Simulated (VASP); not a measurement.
Input of a VASP 6.6.1 run:

The input INCAR:

```
SYSTEM = KYC
ALGO = Normal
DIPOL = 0.5 0.5 0.498
EDIFF = 1E-6
ENCUT = 520
GGA = PE
IDIPOL = 3
ISIF = 2
ISMEAR = 0
LASPH = .True.
LCHARG = .False.
LDIPOL = .True.
LREAL = .False.
LWAVE = .False.
NBANDS = 19
NELM = 80
PREC = Accurate
SIGMA = 0.1
```

File KPOINTS:

```
k-points
0
Gamma
  6 6 1
  0 0 0
```

POSCAR

```
KYC
1.0
    3.2856816700      0.0000000000      0.0000000000
   -1.6428408300      2.8454842100      0.0000000000
    0.0000000000      0.0000000000     18.0000000000
K Y C
1 1 1
Direct
    0.0000000000      0.0000000000      0.4071366400
    0.0000000000      0.0000000000      0.5928633600
    0.3333333300      0.6666666700      0.4934246400
```

Potentials or basis: VASP PAW PBE potentials, release 64 (K_sv, Y_sv, C).

The run is started by

```sh
$ cat potpaw_PBE.64/K_sv/POTCAR potpaw_PBE.64/Y_sv/POTCAR potpaw_PBE.64/C/POTCAR > POTCAR
$ mpirun -np 1 vasp_std > vasp.out
```

Predict the largest force.

4.364 eV/Å.

What does it give for the band gap on the k mesh?

0.10 eV.

Forces in eV/Å, atoms in the order of the input:
```
K    0.000  0.000 -2.179
Y    0.000  0.000 -2.185
C    0.000  0.000  4.364
```
